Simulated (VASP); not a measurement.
Runs of VASP 6.6.1 on InGaAs2. The structure is that of space group P-4m2 (No. 115), or close to it. The cells are those of the table. 

```csv
cell,gap on the mesh (eV),pressure (GPa),largest force (eV/Å)
"a = 3.946, b = 3.946, c = 6.070 Å, 4 atoms",0.60,5.8,0.05
"a = 3.946, b = 3.946, c = 5.922 Å, 4 atoms",0.83,(b),0.09
"a = 4.049, b = 4.049, c = 5.626 Å, 4 atoms",0.94,8.3,0.13
"a = 3.946, b = 3.946, c = 5.626 Å, 4 atoms",1.21,14.1,0.19
"a = 3.946, b = 3.946, c = 5.774 Å, 4 atoms",(c),(a),0.14
```

Alike in all rows: task single point; level r2SCAN; potentials or basis VASP PAW PBE potentials, release 64 (In_d, Ga_d, As); no spin polarisation; k mesh 8 × 8 × 6; cutoff (eV) 520; smearing gaussian 0.03 eV.

Task: Fill in the values left out.

Result: (a) 11.0; (b) 8.2; (c) 1.04.

Caveats: the PAW data sets were made with another functional, which shifts forces and pressure a little; spin-orbit coupling is left out, which moves the levels of the heavy elements.

A k mesh can miss the band edges, and the runs leave out spin-orbit coupling on As, Ga, In.
